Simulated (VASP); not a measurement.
A run of VASP 6.6.1:

The input POSCAR:

```
GaN
1.0
    2.2939239360      2.2939239360      0.0000000000
   -2.2939239360      2.2939239360      0.0000000000
    0.0000000000      2.2939239360      2.2219576949
Ga N
1 1
Direct
    0.0000000000      0.0000000000      0.0000000000
    0.2500000000      0.7500000000      0.5000000000
```

Contents of INCAR.step1:

```
SYSTEM = GaN
  PREC = Accurate
  ENCUT = 520
  ISMEAR = 0
  SIGMA = 0.01
  LREAL = .FALSE.
  LASPH = .TRUE.
  NELM = 100
  NBANDS = 16
  GGA = PE
  ALGO = Normal
  EDIFF = 1E-4
  LWAVE = .TRUE.
  LCHARG = .FALSE.
```

The input INCAR.step2:

```
SYSTEM = GaN
  PREC = Accurate
  ENCUT = 520
  EDIFF = 1E-6
  ISMEAR = 0
  SIGMA = 0.01
  LREAL = .FALSE.
  LASPH = .TRUE.
  NELM = 100
  ALGO = Normal
  ISIF = 2
  LWAVE = .FALSE.
  LCHARG = .TRUE.
  METAGGA = R2SCAN
  LMIXTAU = .TRUE.
  LELF = .TRUE.
  LVHAR = .TRUE.
  NBANDS = 16
  ISTART = 1
```

Contents of KPOINTS:

```
regular mesh
0
G
  10 10 10
  0 0 0
```

Potentials or basis: VASP PAW PBE potentials, release 64 (Ga_d, N).

Command:

```console
$ cat potpaw_PBE.64/Ga_d/POTCAR potpaw_PBE.64/N/POTCAR > POTCAR
$ cp INCAR.step1 INCAR
$ mpirun -np 1 vasp_std > vasp.out
$ cp INCAR.step2 INCAR
$ mpirun -np 1 vasp_std > vasp.out
```

Hardware: 1 thread of AMD EPYC 7R13, on a shared host.

Q: How long does it take, and how much memory?

A: It took 3.3 min on 1 thread of AMD EPYC 7R13, on a shared host, peak memory 0.14 GiB. Counts: k points 102.
